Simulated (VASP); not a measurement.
# BaTiO3 (Pm-3m) in VASP: single point with r2SCAN

Aim: the single point of BaTiO3 with r2SCAN.

All numbers are computed with VASP 6.6.1; they aren't measurements. Logs are shortened: lines on timing, memory, paths and dates and some standing lists are left out, and cuts for length are marked.

### Step 1. The cell of the first run

Symmetry: Pm-3m, No. 221, cubic system. The conventional cell has a = 4.033 Å, b = 4.033 Å, c = 4.033 Å, α = 90.00°, β = 90.00°, γ = 90.00°. Within 3.8 Å of Ba (site symmetry m-3m) lie 12 O at 2.85 Å and 8 Ti at 3.49 Å. Within 2.7 Å of Ti (site symmetry m-3m) lie 6 O at 2.02 Å. Within 2.7 Å of O (site symmetry 4/mmm) lie 2 Ti at 2.02 Å. O (site symmetry 4/mmm) has 2 Ti at 2.02 Å within 2.7 Å.

### Step 2. Single point, r2SCAN

POSCAR reads:

```
BaTiO3
1.0
    4.0333659600      0.0000000000      0.0000000000
    0.0000000000      8.0667319100      0.0000000000
    0.0000000000      0.0000000000      4.0333659600
Ba Ti O
2 2 6
Direct
    0.5000000000      0.2500000000      0.5000000000
    0.5000000000      0.7500000000      0.5000000000
    0.0000000000      0.0000000000      0.0000000000
    0.0000000000      0.5000000000      0.0000000000
    0.5000000000      0.0000000000      0.0000000000
    0.5000000000      0.5000000000      0.0000000000
    0.0000000000      0.2500000000      0.0000000000
    0.0000000000      0.7500000000      0.0000000000
    0.0000000000      0.0000000000      0.5000000000
    0.0000000000      0.5000000000      0.5000000000
```

INCAR.step1 reads:

```
SYSTEM = BaTiO3
PREC = Accurate
ENCUT = 520
ISMEAR = -1
SIGMA = 0.1
LREAL = .FALSE.
LASPH = .TRUE.
NELM = 100
NBANDS = 51
GGA = PE
ALGO = Normal
EDIFF = 1E-4
LWAVE = .TRUE.
LCHARG = .FALSE.
```

INCAR.step2 reads:

```
SYSTEM = BaTiO3
PREC = Accurate
ENCUT = 520
EDIFF = 1E-6
ISMEAR = -1
SIGMA = 0.1
LREAL = .FALSE.
LASPH = .TRUE.
NELM = 100
ALGO = Normal
ISIF = 2
LWAVE = .FALSE.
LCHARG = .TRUE.
METAGGA = R2SCAN
LMIXTAU = .TRUE.
LELF = .TRUE.
LVHAR = .TRUE.
NBANDS = 51
ISTART = 1
```

KPOINTS reads:

```
regular mesh
0
G
  6 3 6
  0 0 0
```

Potentials or basis: VASP PAW PBE potentials, release 64 (Ba_sv, Ti_sv, O).

Run with:

```sh
$ cat potpaw_PBE.64/Ba_sv/POTCAR potpaw_PBE.64/Ti_sv/POTCAR potpaw_PBE.64/O/POTCAR > POTCAR
$ cp INCAR.step1 INCAR
$ mpirun -np 1 vasp_std > vasp.out
$ cp INCAR.step2 INCAR
$ mpirun -np 1 vasp_std > vasp.out
```

OUTCAR:

```text
SYSTEM = BaTiO3
   PREC = Accurate
   ENCUT = 520
   EDIFF = 1E-6
   ISMEAR = -1
   LREAL = .FALSE.
   LASPH = .TRUE.
   NELM = 100
   ISIF = 2
   METAGGA = R2SCAN
   ISTART = 1

 ion  position               nearest neighbor table
   1  0.500  0.250  0.500-   5 2.85   6 2.85   9 2.85  10 2.85   5 2.85   6 2.85   9 2.85  10 2.85
                             7 2.85   7 2.85   7 2.85   7 2.85   3 3.49   4 3.49   4 3.49   4 3.49
   2  0.500  0.750  0.500-   5 2.85   6 2.85   9 2.85  10 2.85   5 2.85   6 2.85   9 2.85  10 2.85
                             8 2.85   8 2.85   8 2.85   8 2.85   3 3.49   4 3.49   4 3.49   4 3.49
   3  0.000  0.000  0.000-   7 2.02   8 2.02   5 2.02   9 2.02   9 2.02   5 2.02   1 3.49   2 3.49
                             1 3.49   1 3.49   2 3.49   2 3.49   1 3.49   2 3.49
   4  0.000  0.500  0.000-   7 2.02   8 2.02   6 2.02  10 2.02  10 2.02   6 2.02   1 3.49   2 3.49
                             1 3.49   1 3.49   2 3.49   2 3.49   1 3.49   2 3.49
   5  0.500  0.000  0.000-   3 2.02   3 2.02   1 2.85   1 2.85   2 2.85   2 2.85
   6  0.500  0.500  0.000-   4 2.02   4 2.02   1 2.85   1 2.85   2 2.85   2 2.85
   7  0.000  0.250  0.000-   3 2.02   4 2.02   1 2.85   1 2.85   1 2.85   1 2.85
   8  0.000  0.750  0.000-   3 2.02   4 2.02   2 2.85   2 2.85   2 2.85   2 2.85
   9  0.000  0.000  0.500-   3 2.02   3 2.02   1 2.85   2 2.85   1 2.85   2 2.85
  10  0.000  0.500  0.500-   4 2.02   4 2.02   1 2.85   2 2.85   1 2.85   2 2.85

  LATTYP: Found a simple tetragonal cell.
 ALAT       =     4.0333659600
 C/A-ratio  =     1.9999999975

  Lattice vectors:

 A1 = (  -4.0333659600,   0.0000000000,   0.0000000000)
 A2 = (   0.0000000000,   0.0000000000,   4.0333659600)
 A3 = (   0.0000000000,   8.0667319100,   0.0000000000)

Analysis of symmetry for initial positions (statically):
=====================================================================
 Subroutine PRICEL returns following result:

  LATTYP: Found a simple cubic cell.
 ALAT       =     4.0333659600

  Lattice vectors:

 A1 = (   4.0333659600,   0.0000000000,   0.0000000000)
 A2 = (   0.0000000000,   4.0333659550,   0.0000000000)
 A3 = (   0.0000000000,   0.0000000000,   4.0333659600)

   2 primitive cells build up your supercell.

 Routine SETGRP: Setting up the symmetry group for a
 simple tetragonal supercell.

 Subroutine GETGRP returns: Found 16 space group operations
 (whereof 16 operations were pure point group operations)
 out of a pool of 16 trial point group operations.

The static configuration has the point symmetry D_4h.

Analysis of symmetry for dynamics (positions and initial velocities):
=====================================================================
 Subroutine PRICEL returns following result:

  LATTYP: Found a simple cubic cell.
 ALAT       =     4.0333659600

  Lattice vectors:

 A1 = (   4.0333659600,   0.0000000000,   0.0000000000)
 A2 = (   0.0000000000,   4.0333659550,   0.0000000000)
 A3 = (   0.0000000000,   0.0000000000,   4.0333659600)

   2 primitive cells build up your supercell.

 Routine SETGRP: Setting up the symmetry group for a
 simple tetragonal supercell.

 Subroutine GETGRP returns: Found 16 space group operations
 (whereof 16 operations were pure point group operations)
 out of a pool of 16 trial point group operations.

The dynamic configuration has the point symmetry D_4h.

 Subroutine INISYM returns: Found 16 space group operations
 (whereof 16 operations are pure point group operations),
 and found     2 'primitive' translations

----------------------------------------------------------------------------------------

                                     Primitive cell

  volume of cell :      65.6150

  direct lattice vectors                    reciprocal lattice vectors
     4.033365960  0.000000000  0.000000000     0.247931879  0.000000000  0.000000000
     0.000000000  4.033365955  0.000000000     0.000000000  0.247931879  0.000000000
     0.000000000  0.000000000  4.033365960     0.000000000  0.000000000  0.247931879

  length of vectors
     4.033365960  4.033365955  4.033365960     0.247931879  0.247931879  0.247931879

  position of ions in fractional coordinates (direct lattice)
     0.500000000  0.500000000  0.500000000
     0.000000000  0.000000000  0.000000000
     0.500000000  0.000000000  0.000000000
     0.000000000  0.500000000  0.000000000
     0.000000000  0.000000000  0.500000000

  ion indices of the primitive-cell ions
   primitive index   ion index
                 1           1
                 2           3
                 3           5
                 4           7
                 5           9

----------------------------------------------------------------------------------------

 KPOINTS: regular mesh

Automatic generation of k-mesh.
 Grid dimensions read from file:
 generate k-points for:    6    3    6

 Generating k-lattice:

  Cartesian coordinates                     Fractional coordinates (reciprocal lattice)
     0.041321980  0.000000000  0.000000000     0.166666667  0.000000000  0.000000000
     0.000000000  0.041321980  0.000000000     0.000000000  0.333333333  0.000000000
     0.000000000  0.000000000  0.041321980     0.000000000  0.000000000  0.166666667

  Length of vectors
     0.041321980  0.041321980  0.041321980

  Shift w.r.t. Gamma in fractional coordinates (k-lattice)
     0.000000000  0.000000000  0.000000000

 Subroutine IBZKPT returns following result:
 ===========================================

 Found     20 irreducible k-points:

 Following reciprocal coordinates:
            Coordinates               Weight
  0.000000  0.000000  0.000000      1.000000
  0.166667  0.000000  0.000000      4.000000
  0.333333  0.000000  0.000000      4.000000
  0.500000  0.000000  0.000000      2.000000
  0.000000  0.333333  0.000000      2.000000
  0.166667  0.333333  0.000000      8.000000
[... 12 lines left out ...]
  0.500000  0.000000  0.500000      1.000000
  0.500000  0.333333  0.500000      2.000000
   k-points           NKPTS =     20   k-points in BZ     NKDIM =     20   number of bands    NBANDS=     51
   number of dos      NEDOS =    301   number of ions     NIONS =     10
   total plane-waves  NPLWV =  54000
   dimension x,y,z NGX =    30 NGY =   60 NGZ =   30
   dimension x,y,z NGXF=    60 NGYF=  120 NGZF=   60
   ions per type =               2   2   6
   NGX,Y,Z   is equivalent  to a cutoff of  12.37, 12.37, 12.37 a.u.
   NGXF,Y,Z  is equivalent  to a cutoff of  24.73, 24.73, 24.73 a.u.
 SYSTEM =  BaTiO3
   PREC   = accura    normal or accurate (medium, high low for compatibility)
   ISTART =      1    job   : 0-new  1-cont  2-samecut
   ICHARG =      0    charge: 1-file 2-atom 10-const
   ISPIN  =      1    spin polarized calculation?
   LNONCOLLINEAR =      F non collinear calculations
   LSORBIT =      F    spin-orbit coupling
   LASPH  =      T    aspherical Exc in radial PAW
   ENCUT  =  520.0 eV  38.22 Ry    6.18 a.u.   7.50 15.00  7.50*2*pi/ulx,y,z
   NELM   =    100;   NELMIN=  2; NELMDL=  0     # of ELM steps
   EDIFF  = 0.1E-05   stopping-criterion for ELM
   LREAL  =      F    real-space projection
   EDIFFG = 0.1E-04   stopping-criterion for IOM
   NSW    =      0    number of steps for IOM
   IBRION =     -1    ionic relax: 0-MD 1-quasi-New 2-CG
   NFREE  =      0    steps in history (QN), initial steepest desc. (CG)
   ISIF   =      2    stress and relaxation
   ISYM   =      2    0-nonsym 1-usesym 2-fastsym
   POTIM  = 0.5000    time-step for ionic-motion
   TEBEG  =    0.0;   TEEND  =   0.0 temperature during run
   PSTRESS=    0.0 pullay stress
   NELECT =      80.0000    total number of electrons
   NUPDOWN=      -1.0000    fix difference up-down
   EMIN   =  10.00;   EMAX   =-10.00  energy-range for DOS
   EFERMI =   0.00;   METHOD = LEGACY
   ISMEAR =    -1;   SIGMA  =   0.10  broadening in eV -4-tet -1-fermi 0-gaus
   EFERMI_NEDOS =   21; number of points for ismear=-14 and -15
   IALGO  =     38    algorithm
   IMIX   =      4    mixing-type and parameters
     AMIX     =   0.40;   BMIX     =  1.00
     AMIX_MAG =   1.60;   BMIX_MAG =  1.00
  volume/ion in A,a.u.               =      13.12        88.56
  Fermi-wavevector in a.u.,A,eV,Ry     =   1.388121  2.623168 26.216778  1.926879
  Thomas-Fermi vector in A             =   2.512277
   LORBIT       =      0    0 simple, 1 ext, 2 COOP (PROOUT), +10 PAW based schemes
   METAGGA = R2SCAN    functional components
   LHFCALC =     F    Hartree Fock is set to
   AEXX    =    0.0000 exact exchange contribution
   IVDW    =     0    specifies the selected vdW correction
   LEPSILON=     F    determine dielectric tensor
   LRPA    =     F    only Hartree local field effects (RPA)
 non-spin polarized calculation
  energy-cutoff  :      520.00
  volume of cell :      131.23
 maximum number of plane-waves:      3565
 NGX is ok and might be reduce to    30
   NGX = 15   NGY = 29   NGZ = 15

 number of electron      79.9999952 magnetization

 Free energy of the ion-electron system (eV)
  ---------------------------------------------------
  ext. energy  EPLUGINS =         0.00000000
  ---------------------------------------------------
  free energy    TOTEN  =      -148.44880725 eV

  energy without entropy =     -148.44878667  energy(sigma->0) =     -148.44879696

 E-fermi :   4.4283     XC(G=0): -11.7888

 val. band max:        3.3559338187   @ k =   0.5000   0.0000   0.5000
 cond. band min:       5.4345611272   @ k =   0.0000   0.0000   0.0000
 fundamental gap:      2.0786273085
 Fermi energy:         4.4282521514

 k-point     1 :       0.0000    0.0000    0.0000
  band No.  band energies     occupation
      1     -55.6346      2.00000
      2     -55.6336      2.00000
      3     -30.8303      2.00000
      4     -30.7791      2.00000
      5     -30.7791      2.00000
      6     -30.7791      2.00000
[... 43 lines left out ...]
     50       8.9266      0.00000
     51       8.9266      0.00000

 k-point     2 :       0.1667    0.0000    0.0000
  band No.  band energies     occupation
      1     -55.6343      2.00000
      2     -55.6333      2.00000
      3     -30.8296      2.00000
      4     -30.7920      2.00000
      5     -30.7900      2.00000
      6     -30.7786      2.00000
[... 43 lines left out ...]
     50       9.4115      0.00000
     51       9.4595      0.00000

 k-point     3 :       0.3333    0.0000    0.0000
  band No.  band energies     occupation
      1     -55.6338      2.00000
      2     -55.6328      2.00000
      3     -30.8282      2.00000
      4     -30.8176      2.00000
      5     -30.8151      2.00000
      6     -30.7778      2.00000
[... 43 lines left out ...]
     50      10.3993      0.00000
     51      10.7053      0.00000
[... 811 lines left out ...]
 k-point    19 :       0.5000    0.0000    0.5000
  band No.  band energies     occupation
      1     -55.6326      2.00000
      2     -55.6316      2.00000
      3     -30.8276      2.00000
      4     -30.8276      2.00000
      5     -30.8254      2.00000
      6     -30.8254      2.00000
[... 43 lines left out ...]
     50      10.6599      0.00000
     51      11.1904      0.00000

 k-point    20 :       0.5000    0.3333    0.5000
  band No.  band energies     occupation
      1     -55.6324      2.00000
      2     -55.6319      2.00000
      3     -30.8270      2.00000
      4     -30.8270      2.00000
      5     -30.8260      2.00000
      6     -30.8260      2.00000
[... 43 lines left out ...]
     50      11.2986      0.00000
     51      11.2987      0.00000

------------------------ aborting loop because EDIFF is reached ----------------------------------------

  FORCE on cell =-STRESS in cart. coord.  units (eV):
  Direction    XX          YY          ZZ          XY          YZ          ZX
  --------------------------------------------------------------------------------------
  -------------------------------------------------------------------------------------
  Total       -2.6099086     -2.6099022     -2.6099086      0.0000000      0.0000000      0.0000000
  in kB      -31.8641987    -31.8641200    -31.8641987      0.0000000      0.0000000      0.0000000
  external PRESSURE =     -31.8641725 kB  Pullay stress =       0.0000000 kB

 VOLUME and BASIS-vectors are now :
 -----------------------------------------------------------------------------
  energy-cutoff  :      520.00
  volume of cell :      131.23
      direct lattice vectors                 reciprocal lattice vectors
     4.033365960  0.000000000  0.000000000     0.247931879  0.000000000  0.000000000
     0.000000000  8.066731910  0.000000000     0.000000000  0.123965940  0.000000000
     0.000000000  0.000000000  4.033365960     0.000000000  0.000000000  0.247931879

 POSITION                                       TOTAL-FORCE (eV/Angst)
 -----------------------------------------------------------------------------------
      2.01668      2.01668      2.01668        -0.000000      0.000000     -0.000000
      2.01668      6.05005      2.01668        -0.000000      0.000000     -0.000000
      0.00000      0.00000      0.00000        -0.000000      0.000000     -0.000000
      0.00000      4.03337      0.00000        -0.000000      0.000000     -0.000000
      2.01668      0.00000      0.00000        -0.000000      0.000000     -0.000000
      2.01668      4.03337      0.00000        -0.000000     -0.000000      0.000000
      0.00000      2.01668      0.00000        -0.000000      0.000000     -0.000000
      0.00000      6.05005      0.00000        -0.000000      0.000000     -0.000000
      0.00000      0.00000      2.01668         0.000000      0.000000     -0.000000
      0.00000      4.03337      2.01668         0.000000     -0.000000     -0.000000
 -----------------------------------------------------------------------------------
    total drift:                                0.000000      0.000000      0.000000

  FREE ENERGIE OF THE ION-ELECTRON SYSTEM (eV)
  ---------------------------------------------------
  free  energy   TOTEN  =      -148.4488072479 eV

  energy  without entropy=     -148.4487866707  energy(sigma->0) =     -148.44879696
```

It took 5.7 min on 1 thread of AMD EPYC 9R45 (Zen 5), shared host; peak memory 0.27 GiB.

Results:

```yaml
Free_energy: -148.4488 eV
Pressure: -3.2 GPa
Band_gap_on_the_k_mesh: 2.08 eV
```

Levels at points of the mesh, in eV from the valence-band top:
| k point | band 38 | band 39 | band 40 | band 41 | band 42 | band 43 |
| --- | --- | --- | --- | --- | --- | --- |
| (0.00, 0.00, 0.00) | -0.18 | -0.18 | -0.18 | 2.08 | 2.08 | 2.08 |
| (0.50, 0.00, 0.00) | -0.75 | -0.75 | -0.09 | 2.22 | 3.72 | 3.72 |
| (0.50, 0.00, 0.50) | 0.00 | 0.00 | 0.00 | 3.73 | 3.73 | 4.16 |

Caveat: the cell stands under tension; the PAW data sets were made with another functional, which shifts forces and pressure a little; spin-orbit coupling is left out, which moves the levels of the heavy elements.
